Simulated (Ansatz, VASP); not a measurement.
## CoO: VASP beside Ansatz

Contents of INCAR:

```
PREC = Accurate ; ENCUT = 520
EDIFF = 1E-6 ; ISMEAR = -1
SIGMA = 0.05 ; LREAL = F
LASPH = T ; NELM = 150
ALGO = Normal ; ISIF = 2
LWAVE = F ; LCHARG = F
ISPIN = 2 ; MAGMOM = 4 0
LORBIT = 11 ; NUPDOWN = 4.0
LMAXMIX = 4 ; GGA = PS
NBANDS = 18
```

The input KPOINTS:

```
Automatic mesh
0
Gamma
  9 9 9
```

Contents of POSCAR:

```
CoO
1.0
    1.5054695445      0.8691832468      2.4399269062
   -1.5054695445      0.8691832468      2.4399269062
    0.0000000000     -1.7383664936      2.4399269062
Co O
1 1
Direct
    0.0000000000      0.0000000000      0.0000000000
    0.5000000000      0.5000000000      0.5000000000
```

File input.yaml:

```yaml
crystal:
  lattice:
    - [1.5054695445, 0.8691832468, 2.4399269062]
    - [-1.5054695445, 0.8691832468, 2.4399269062]
    - [0.0, -1.7383664936, 2.4399269062]
  atoms:
    - { symbol: Co, position: [0.0, 0.0, 0.0], spin: 4.0 }
    - { symbol: O, position: [0.5, 0.5, 0.5] }
hamiltonian:
  xc: pbesol
  pseudopotentials: { kind: paw }
magnetization:
  spin_polarized: true
  initial_magnetization: 4.0
  spin_locking: { lock_magnetization: hard }
kpoints:
  mp_grid: { grid: [9, 9, 9] }
scf:
  occupations: { method: fermi_dirac, width: 0.05 }
  lower_state_search: "off"
output:
  forces: true
  stress: true
  eigenvalues: true
  write_density: true
  write_potential: true
  elf: true
  volumetric_format: npy
```

Alike in both runs: task single point; functional PBEsol; k mesh 9 × 9 × 9; occupations fermi-dirac, width 0.05 eV; collinear spin; fixed moment 4 μB.

```csv
,VASP,Ansatz
version,VASP 6.6.1,Ansatz 0.2.0
potentials or method,"VASP PAW PBE potentials, release 64 (Co, O)",Ansatz PAW
plane-wave cutoff (eV),520,420
valence electrons in the cell,15,23
```

VASP gave:

| Property | Result |
| --- | --- |
| pressure (GPa) | 15.2 |
| traceless stress, the component that is largest in VASP (GPa) | -0.11 |
| net moment per atom (μB) | 2.00 |
| size of the moment on the site where the two differ most (μB) | 3.07 |

Q: Estimate Ansatz's values.

A: Pressure (GPa): 15.8; traceless stress, the component that is largest in VASP (GPa): -0.13; net moment per atom (μB): 2.00; size of the moment on the site where the two differ most (μB): 2.90.

VASP's potentials were made for PBE, not for PBEsol. Site moments also hang on the region over which each program counts them. The functional is the same, so the differences come from potentials, cutoffs and numerics. VASP's potentials hold 15 valence electrons a cell and Ansatz's 23, so a difference there can come from the potentials and not from the codes.
